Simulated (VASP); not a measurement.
# Rb (P6/mmm) in VASP: notebook

The runs below take Rb through single point, with RPBE.

Everything below comes from runs of VASP 6.6.1. Logs are shortened: lines on timing, memory, paths and dates and some standing lists are left out, and cuts for length are marked.

### Step 1. The cell of the first run

Symmetry: P6/mmm, No. 191, hexagonal system. Conventional cell: a = 8.020 Å, b = 8.020 Å, c = 4.799 Å, α = 90.00°, β = 90.00°, γ = 120.00°.

This isn't the form of Rb at room conditions, which is bcc.

### Step 2. Single point, RPBE (89.11 Å³/atom)

INCAR reads:

```
  PREC = Accurate
  ENCUT = 520
  EDIFF = 1E-6
  ISMEAR = -1
  SIGMA = 0.1
  LREAL = F
  LASPH = T
  NELM = 100
  ALGO = Normal
  ISIF = 2
  LWAVE = F
  LCHARG = F
  GGA = RP
  NBANDS = 20
```

KPOINTS reads:

```
Automatic mesh
0
Gamma
  5 5 7
```

POSCAR reads:

```
Rb
1.0
    8.0199300154      0.0000000000      0.0000000000
   -4.0099650077      6.9454631299      0.0000000000
    0.0000000000      0.0000000000      4.7994625717
Rb
3
Direct
    1.0000000000      1.0000000000      0.0000000000
    0.3333333333      0.6666666667      0.5000000000
    0.6666666667      0.3333333333      0.5000000000
```

Potentials or basis: VASP PAW PBE potentials, release 64 (Rb_sv).

Command:

```sh
$ cat potpaw_PBE.64/Rb_sv/POTCAR > POTCAR
$ mpirun -np 1 vasp_std > vasp.out
```

OUTCAR:

```text
PREC = Accurate
   ENCUT = 520
   EDIFF = 1E-6
   ISMEAR = -1
   LREAL = F
   LASPH = T
   NELM = 100
   ISIF = 2
   GGA = RP

 ion  position               nearest neighbor table
   1  0.000  0.000  0.000-   2 5.22   3 5.22   2 5.22   3 5.22   2 5.22   2 5.22   3 5.22   3 5.22
                             3 5.22   3 5.22   2 5.22   2 5.22
   2  0.333  0.667  0.500-   3 4.63   3 4.63   3 4.63   1 5.22   1 5.22   1 5.22   1 5.22   1 5.22
                             1 5.22
   3  0.667  0.333  0.500-   2 4.63   2 4.63   2 4.63   1 5.22   1 5.22   1 5.22   1 5.22   1 5.22
                             1 5.22

  LATTYP: Found a hexagonal cell.
 ALAT       =     8.0199300154
 C/A-ratio  =     0.5984419518

  Lattice vectors:

 A1 = (   8.0199300154,   0.0000000000,   0.0000000000)
 A2 = (  -4.0099650077,   6.9454631299,   0.0000000000)
 A3 = (   0.0000000000,   0.0000000000,   4.7994625717)

Analysis of symmetry for initial positions (statically):
=====================================================================
 Subroutine PRICEL returns:
 Original cell was already a primitive cell.

 Routine SETGRP: Setting up the symmetry group for a
 hexagonal supercell.

 Subroutine GETGRP returns: Found 24 space group operations
 (whereof 24 operations were pure point group operations)
 out of a pool of 24 trial point group operations.

The static configuration has the point symmetry D_6h.

Analysis of symmetry for dynamics (positions and initial velocities):
=====================================================================
 Subroutine PRICEL returns:
 Original cell was already a primitive cell.

 Routine SETGRP: Setting up the symmetry group for a
 hexagonal supercell.

 Subroutine GETGRP returns: Found 24 space group operations
 (whereof 24 operations were pure point group operations)
 out of a pool of 24 trial point group operations.

The dynamic configuration has the point symmetry D_6h.

 Subroutine INISYM returns: Found 24 space group operations
 (whereof 24 operations are pure point group operations),
 and found     1 'primitive' translations

----------------------------------------------------------------------------------------

                                     Primitive cell

  volume of cell :     267.3403

  direct lattice vectors                    reciprocal lattice vectors
     8.019930015  0.000000000  0.000000000     0.124689367  0.071989440  0.000000000
    -4.009965008  6.945463130  0.000000000     0.000000000  0.143978880  0.000000000
     0.000000000  0.000000000  4.799462572     0.000000000  0.000000000  0.208356662

  length of vectors
     8.019930015  8.019930015  4.799462572     0.143978880  0.143978880  0.208356662

  position of ions in fractional coordinates (direct lattice)
     0.000000000  0.000000000  0.000000000
     0.333333333  0.666666667  0.500000000
     0.666666667  0.333333333  0.500000000

  ion indices of the primitive-cell ions
   primitive index   ion index
                 1           1
                 2           2
                 3           3

----------------------------------------------------------------------------------------

 KPOINTS: Automatic mesh

Automatic generation of k-mesh.
 Grid dimensions read from file:
 generate k-points for:    5    5    7

 Generating k-lattice:

  Cartesian coordinates                     Fractional coordinates (reciprocal lattice)
     0.024937873  0.014397888  0.000000000     0.200000000 -0.000000000  0.000000000
     0.000000000  0.028795776  0.000000000     0.000000000  0.200000000  0.000000000
     0.000000000  0.000000000  0.029765237     0.000000000  0.000000000  0.142857143

  Length of vectors
     0.028795776  0.028795776  0.029765237

  Shift w.r.t. Gamma in fractional coordinates (k-lattice)
     0.000000000  0.000000000  0.000000000

 Subroutine IBZKPT returns following result:
 ===========================================

 Found     20 irreducible k-points:

 Following reciprocal coordinates:
            Coordinates               Weight
  0.000000  0.000000  0.000000      1.000000
  0.200000  0.000000  0.000000      6.000000
  0.400000  0.000000  0.000000      6.000000
  0.200000  0.200000  0.000000      6.000000
  0.400000  0.200000  0.000000      6.000000
  0.000000  0.000000  0.142857      2.000000
[... 12 lines left out ...]
  0.200000  0.200000  0.428571     12.000000
  0.400000  0.200000  0.428571     12.000000
   k-points           NKPTS =     20   k-points in BZ     NKDIM =     20   number of bands    NBANDS=     20
   number of dos      NEDOS =    301   number of ions     NIONS =      3
   total plane-waves  NPLWV = 129600
   dimension x,y,z NGX =    60 NGY =   60 NGZ =   36
   dimension x,y,z NGXF=   120 NGYF=  120 NGZF=   72
   ions per type =               3
   NGX,Y,Z   is equivalent  to a cutoff of  12.44, 12.44, 12.47 a.u.
   NGXF,Y,Z  is equivalent  to a cutoff of  24.87, 24.87, 24.94 a.u.
 SYSTEM =  unknown system
   PREC   = accura    normal or accurate (medium, high low for compatibility)
   ISTART =      0    job   : 0-new  1-cont  2-samecut
   ICHARG =      2    charge: 1-file 2-atom 10-const
   ISPIN  =      1    spin polarized calculation?
   LNONCOLLINEAR =      F non collinear calculations
   LSORBIT =      F    spin-orbit coupling
   LASPH  =      T    aspherical Exc in radial PAW
   ENCUT  =  520.0 eV  38.22 Ry    6.18 a.u.  14.91 14.91  8.92*2*pi/ulx,y,z
   NELM   =    100;   NELMIN=  2; NELMDL= -5     # of ELM steps
   EDIFF  = 0.1E-05   stopping-criterion for ELM
   LREAL  =      F    real-space projection
   EDIFFG = 0.1E-04   stopping-criterion for IOM
   NSW    =      0    number of steps for IOM
   IBRION =     -1    ionic relax: 0-MD 1-quasi-New 2-CG
   NFREE  =      0    steps in history (QN), initial steepest desc. (CG)
   ISIF   =      2    stress and relaxation
   ISYM   =      2    0-nonsym 1-usesym 2-fastsym
   POTIM  = 0.5000    time-step for ionic-motion
   TEBEG  =    0.0;   TEEND  =   0.0 temperature during run
   PSTRESS=    0.0 pullay stress
   NELECT =      27.0000    total number of electrons
   NUPDOWN=      -1.0000    fix difference up-down
   EMIN   =  10.00;   EMAX   =-10.00  energy-range for DOS
   EFERMI =   0.00;   METHOD = LEGACY
   ISMEAR =    -1;   SIGMA  =   0.10  broadening in eV -4-tet -1-fermi 0-gaus
   EFERMI_NEDOS =   21; number of points for ismear=-14 and -15
   IALGO  =     38    algorithm
   IMIX   =      4    mixing-type and parameters
     AMIX     =   0.40;   BMIX     =  1.00
     AMIX_MAG =   1.60;   BMIX_MAG =  1.00
  volume/ion in A,a.u.               =      89.11       601.37
  Fermi-wavevector in a.u.,A,eV,Ry     =   0.762385  1.440700  7.908136  0.581232
  Thomas-Fermi vector in A             =   1.861835
   LORBIT       =      0    0 simple, 1 ext, 2 COOP (PROOUT), +10 PAW based schemes
   GGA     = RP    functional components
   LHFCALC =     F    Hartree Fock is set to
   AEXX    =    0.0000 exact exchange contribution
   IVDW    =     0    specifies the selected vdW correction
   LEPSILON=     F    determine dielectric tensor
   LRPA    =     F    only Hartree local field effects (RPA)
 non-spin polarized calculation
  energy-cutoff  :      520.00
  volume of cell :      267.34
 maximum number of plane-waves:      7259
 NGX is ok and might be reduce to    60
   NGX = 29   NGY = 29   NGZ = 17

 number of electron      27.0000000 magnetization

 Free energy of the ion-electron system (eV)
  ---------------------------------------------------
  ext. energy  EPLUGINS =         0.00000000
  ---------------------------------------------------
  free energy    TOTEN  =        -2.46115721 eV

  energy without entropy =       -2.37847604  energy(sigma->0) =       -2.41981663

 E-fermi :   0.1849     XC(G=0):  -5.3778

 val. band max:        0.1540238373   @ k =   0.2000   0.2000   0.1429
 cond. band min:       0.3828787566   @ k =   0.2000   0.0000   0.0000
 fundamental gap:      0.2288549193
 Fermi energy:         0.1848625426

 k-point     1 :       0.0000    0.0000    0.0000
  band No.  band energies     occupation
      1     -28.7974      2.00000
      2     -28.7911      2.00000
      3     -28.6946      2.00000
      4     -12.9339      2.00000
      5     -12.9339      2.00000
      6     -12.8671      2.00000
[... 12 lines left out ...]
     19       1.6174      0.00000
     20       3.4330      0.00000

 k-point     2 :       0.2000    0.0000    0.0000
  band No.  band energies     occupation
      1     -28.7968      2.00000
      2     -28.7916      2.00000
      3     -28.6946      2.00000
      4     -12.9384      2.00000
      5     -12.9307      2.00000
      6     -12.8670      2.00000
[... 12 lines left out ...]
     19       2.3326      0.00000
     20       3.4800      0.00000

 k-point     3 :       0.4000    0.0000    0.0000
  band No.  band energies     occupation
      1     -28.7956      2.00000
      2     -28.7929      2.00000
      3     -28.6947      2.00000
      4     -12.9445      2.00000
      5     -12.9193      2.00000
      6     -12.8765      2.00000
[... 12 lines left out ...]
     19       2.8881      0.00000
     20       2.8955      0.00000

 k-point     4 :       0.2000    0.2000    0.0000
  band No.  band energies     occupation
      1     -28.7959      2.00000
      2     -28.7926      2.00000
      3     -28.6946      2.00000
      4     -12.9421      2.00000
      5     -12.9233      2.00000
      6     -12.8751      2.00000
[... 12 lines left out ...]
     19       2.8226      0.00000
     20       3.0232      0.00000

 k-point     5 :       0.4000    0.2000    0.0000
  band No.  band energies     occupation
      1     -28.7949      2.00000
      2     -28.7936      2.00000
      3     -28.6947      2.00000
      4     -12.9439      2.00000
      5     -12.9113      2.00000
      6     -12.8896      2.00000
[... 12 lines left out ...]
     19       2.9329      0.00000
     20       2.9498      0.00000

 k-point     6 :       0.0000    0.0000    0.1429
  band No.  band energies     occupation
      1     -28.7969      2.00000
      2     -28.7907      2.00000
      3     -28.6942      2.00000
      4     -12.9322      2.00000
      5     -12.9322      2.00000
      6     -12.8724      2.00000
[... 12 lines left out ...]
     19       1.8547      0.00000
     20       3.1419      0.00000

 k-point     7 :       0.2000    0.0000    0.1429
  band No.  band energies     occupation
      1     -28.7964      2.00000
      2     -28.7912      2.00000
      3     -28.6942      2.00000
      4     -12.9362      2.00000
      5     -12.9287      2.00000
      6     -12.8712      2.00000
[... 12 lines left out ...]
     19       2.4805      0.00000
     20       3.3988      0.00000
[... 185 lines left out ...]
 k-point    16 :       0.0000    0.0000    0.4286
  band No.  band energies     occupation
      1     -28.7949      2.00000
      2     -28.7888      2.00000
      3     -28.6922      2.00000
      4     -12.9331      2.00000
      5     -12.9250      2.00000
      6     -12.9250      2.00000
[... 12 lines left out ...]
     19       2.7378      0.00000
     20       2.7378      0.00000

 k-point    17 :       0.2000    0.0000    0.4286
  band No.  band energies     occupation
      1     -28.7944      2.00000
      2     -28.7893      2.00000
      3     -28.6922      2.00000
      4     -12.9323      2.00000
      5     -12.9272      2.00000
      6     -12.9205      2.00000
[... 12 lines left out ...]
     19       2.4546      0.00000
     20       2.8149      0.00000

 k-point    18 :       0.4000    0.0000    0.4286
  band No.  band energies     occupation
      1     -28.7932      2.00000
      2     -28.7905      2.00000
      3     -28.6922      2.00000
      4     -12.9306      2.00000
      5     -12.9298      2.00000
      6     -12.9182      2.00000
[... 12 lines left out ...]
     19       1.9612      0.00000
     20       2.7392      0.00000

 k-point    19 :       0.2000    0.2000    0.4286
  band No.  band energies     occupation
      1     -28.7935      2.00000
      2     -28.7902      2.00000
      3     -28.6922      2.00000
      4     -12.9331      2.00000
      5     -12.9301      2.00000
      6     -12.9175      2.00000
[... 12 lines left out ...]
     19       2.4127      0.00000
     20       2.6131      0.00000

 k-point    20 :       0.4000    0.2000    0.4286
  band No.  band energies     occupation
      1     -28.7925      2.00000
      2     -28.7912      2.00000
      3     -28.6922      2.00000
      4     -12.9369      2.00000
      5     -12.9273      2.00000
      6     -12.9214      2.00000
[... 12 lines left out ...]
     19       2.4124      0.00000
     20       2.9983      0.00000

------------------------ aborting loop because EDIFF is reached ----------------------------------------

  FORCE on cell =-STRESS in cart. coord.  units (eV):
  Direction    XX          YY          ZZ          XY          YZ          ZX
  --------------------------------------------------------------------------------------
  -------------------------------------------------------------------------------------
  Total        0.6532809      0.6532809      0.6058378     -0.0000000      0.0000000      0.0000000
  in kB        3.9151294      3.9151294      3.6308017     -0.0000000      0.0000000      0.0000000
  external PRESSURE =       3.8203535 kB  Pullay stress =       0.0000000 kB

 VOLUME and BASIS-vectors are now :
 -----------------------------------------------------------------------------
  energy-cutoff  :      520.00
  volume of cell :      267.34
      direct lattice vectors                 reciprocal lattice vectors
     8.019930015  0.000000000  0.000000000     0.124689367  0.071989440  0.000000000
    -4.009965008  6.945463130  0.000000000     0.000000000  0.143978880  0.000000000
     0.000000000  0.000000000  4.799462572     0.000000000  0.000000000  0.208356662

 POSITION                                       TOTAL-FORCE (eV/Angst)
 -----------------------------------------------------------------------------------
      0.00000      0.00000      0.00000        -0.000000     -0.000000      0.000000
     -0.00000      4.63031      2.39973         0.000000     -0.000000      0.000000
      4.00997      2.31515      2.39973        -0.000000      0.000000     -0.000000
 -----------------------------------------------------------------------------------
    total drift:                                0.000000     -0.000000      0.000000

  FREE ENERGIE OF THE ION-ELECTRON SYSTEM (eV)
  ---------------------------------------------------
  free  energy   TOTEN  =        -2.4611572102 eV

  energy  without entropy=       -2.3784760412  energy(sigma->0) =       -2.41981663
```

It took 72 s on 1 thread of Oxide Virtual Turin-like, shared host; peak memory 0.32 GiB.

Results:

```
Free energy            : -2.4612 eV
Pressure               : 0.4 GPa
Band gap on the k mesh : zero (an odd number of electrons rules out a gap without spin polarisation)
```

Caveat: the PAW data sets were made with another functional, which shifts forces and pressure a little.

### Step 3. Single point, RPBE (97.21 Å³/atom)

This run uses another cell than the first one, of 97.21 Å³/atom.

INCAR reads:

```
SYSTEM = Rb
ALGO = Normal
EDIFF = 1E-6
ENCUT = 520
GGA = RP
ISIF = 2
ISMEAR = -1
LASPH = .True.
LCHARG = .True.
LELF = .True.
LREAL = .False.
LVHAR = .True.
LWAVE = .False.
NBANDS = 20
NELM = 80
PREC = Accurate
SIGMA = 0.1
```

KPOINTS reads:

```
k-points
0
Gamma
  5 5 7
  0 0 0
```

POSCAR reads:

```
Rb
1.0
    8.2559445131      0.0000000000      0.0000000000
   -4.1279722565      7.1498576806      0.0000000000
    0.0000000000      0.0000000000      4.9407035483
Rb
3
Direct
    1.0000000000      1.0000000000      0.0000000000
    0.3333333333      0.6666666667      0.5000000000
    0.6666666667      0.3333333333      0.5000000000
```

Potentials or basis: VASP PAW PBE potentials, release 64 (Rb_sv).

Command:

```sh
$ cat potpaw_PBE.64/Rb_sv/POTCAR > POTCAR
$ mpirun -np 1 vasp_std > vasp.out
```

Wall time 1.8 min (1 thread of Oxide Virtual Turin-like, shared host); peak memory 0.4 GiB.

The run converged. Its results:

* Free energy: -2.4971 eV
* Pressure: 0.1 GPa
* Band gap on the k mesh: zero (an odd number of electrons rules out a gap without spin polarisation)

Levels at points of the mesh, in eV from the Fermi level:
```csv
k point,band 9,band 10,band 11,band 12,band 13,band 14,band 15,band 16,band 17,band 18
"(0.00, 0.00, 0.00)",-13.07,-13.02,-13.02,-13.00,-1.86,1.03,1.03,1.04,1.04,1.14
```

Caveat: the PAW data sets were made with another functional, which shifts forces and pressure a little.

[end of part 1 of 2]

The gap in the log of VASP goes by the Fermi energy; the results here count the filled bands.